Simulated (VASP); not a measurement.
A run of VASP 6.6.1 is set up as follows.

Contents of POSCAR:

```
ZrB
1.0
    0.0000000000      2.2775377028      2.2775377028
    2.2775377028      0.0000000000      2.2775377028
    2.2775377028      2.2775377028      0.0000000000
Zr B
1 1
Direct
    0.0000000000      0.0000000000      0.0000000000
    0.5000000000      0.5000000000      0.5000000000
```

Contents of INCAR.step1:

```
SYSTEM = ZrB
PREC = Accurate
ENCUT = 520
ISMEAR = 0
SIGMA = 0.025
LREAL = .False.
LASPH = .True.
NELM = 150
ISPIN = 2
MAGMOM = 0.5 0
LMAXMIX = 4
NBANDS = 18
GGA = PE
ALGO = Normal
EDIFF = 1E-4
LWAVE = .True.
LCHARG = .False.
```

INCAR.step2

```
SYSTEM = ZrB
PREC = Accurate
ENCUT = 520
EDIFF = 1E-7
ISMEAR = 0
SIGMA = 0.025
LREAL = .False.
LASPH = .True.
NELM = 150
ALGO = Normal
ISIF = 2
LWAVE = .False.
LCHARG = .True.
ISPIN = 2
MAGMOM = 0.5 0
LORBIT = 11
LMAXMIX = 4
METAGGA = R2SCAN
LMIXTAU = .True.
LELF = .True.
LVHAR = .True.
NBANDS = 18
ISTART = 1
```

KPOINTS

```
Automatic mesh
0
Gamma
  10 10 10
  0 0 0
```

Potentials or basis: VASP PAW PBE potentials, release 64 (Zr_sv, B).

Command:

```bash
$ cat potpaw_PBE.64/Zr_sv/POTCAR potpaw_PBE.64/B/POTCAR > POTCAR
$ cp INCAR.step1 INCAR
$ mpirun -np 1 vasp_std > vasp.out
$ cp INCAR.step2 INCAR
$ mpirun -np 1 vasp_std > vasp.out
```

Task: What does it give for the net moment?

Result: 0.00 μB per cell.

Task: What does it give for the pressure?

Result: 56.4 GPa.

Caveat: the cell stands under pressure; the PAW data sets were made with another functional, which shifts forces and pressure a little.
